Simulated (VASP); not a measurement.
A run of VASP 6.6.1 is set up as follows.

File INCAR:

```
  PREC = Accurate
  ENCUT = 600
  EDIFF = 1E-6
  ISMEAR = 0
  SIGMA = 0.1
  LREAL = False
  LASPH = True
  NELM = 100
  ALGO = Normal
  ISIF = 3
  LWAVE = False
  LCHARG = False
  GGA = PE
  IBRION = 2
  NSW = 90
  EDIFFG = -0.04
```

File KPOINTS:

```
Automatic mesh
0
Gamma
  6 6 6
```

The input POSCAR:

```
Ge2SbO3
1.0
    2.6047373900      1.5038458300      4.0797001500
   -2.6047373900      1.5038458300      4.0797001500
    0.0000000000     -3.0076916700      4.0797001500
Ge Sb O
2 1 3
Direct
    0.6265445900      0.6265445900      0.6265445900
    0.3734554100      0.3734554100      0.3734554100
    0.0000000000      0.0000000000      0.0000000000
    0.0000000000      0.5000000000      0.0000000000
    0.5000000000      0.0000000000      0.0000000000
    0.0000000000      0.0000000000      0.5000000000
```

Potentials or basis: VASP PAW PBE potentials, release 64 (Ge_d, Sb, O).

Run with:

```sh
$ cat potpaw_PBE.64/Ge_d/POTCAR potpaw_PBE.64/Sb/POTCAR potpaw_PBE.64/O/POTCAR > POTCAR
$ mpirun -np 1 vasp_std > vasp.out
```

Q: Predict the relaxed cell.

A: a = 5.156 Å, b = 5.156 Å, c = 5.156 Å, α = 63.95°, β = 63.95°, γ = 63.95°.

Q: What does it give for the relaxed volume?

A: 17.56 Å³/atom.

Stress tensor (GPa, compression positive):
```
 0.01  0.00  0.00
 0.00  0.01  0.00
 0.00  0.00 -0.28
```

Caveat: an odd number of electrons without spin polarisation forces a metal; a magnetic or distorted state may lie lower.
